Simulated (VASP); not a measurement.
The system is Nb.

```
CELL_PARAMETERS angstrom
4.66588 0.00000 0.00000
-2.33294 4.04077 0.00000
0.00000 0.00000 2.86018
ATOMIC_POSITIONS crystal
Nb 0.00000 0.00000 0.00000
Nb 0.33333 0.66667 0.50000
Nb 0.66667 0.33333 0.50000
```

This isn't the form of Nb at room conditions, which is bcc.

* Program: VASP 6.6.1
* Task: relaxation of cell and atoms
* Functional: LDA
* Potentials or basis: VASP PAW LDA potentials, release 64 (Nb_sv)
* Cutoff: 600 eV
* k mesh: 8 × 8 × 11
* Occupations: fermi-dirac, width 0.1 eV
* Spin: no spin polarisation

At the start: pressure -4.7 GPa; volume 17.98 Å³/atom.

Question: How do energy, volume and symmetry change on relaxing?

Answer: Over 8 steps the energy falls by 114.6 meV/atom and the volume is 17.46 Å³/atom (-2.9 %); space group P6/mmm (No. 191, to 0.1 Å) before and after.

The path:
| step | energy change (eV) | largest force (eV/Å) | pressure (GPa) | volume (Å³) |
| --- | --- | --- | --- | --- |
| 1 | 0.0000 | 0.0000 | -4.72 | 53.93 |
| 2 | -0.2418 | 0.0000 | 11.29 | 49.64 |
| 3 | -0.3065 | 0.0000 | 5.70 | 50.83 |
| 4 | -0.2819 | 0.0000 | -4.67 | 54.02 |
| 5 | -0.3426 | 0.0000 | 0.75 | 52.18 |
| 6 | -0.3426 | 0.0000 | 0.85 | 52.15 |
| 7 | -0.3427 | 0.0000 | -0.71 | 52.57 |
| 8 | -0.3438 | 0.0000 | 0.03 | 52.37 |

Final structure:
```xyz
3
Lattice="4.7909 0.0000 0.0000 -2.3954 4.1490 0.0000 0.0000 0.0000 2.6345" Properties=species:S:1:pos:R:3 pbc="T T T"
Nb    0.0000    0.0000    0.0000
Nb    0.0000    2.7660    1.3173
Nb    2.3954    1.3830    1.3173
```
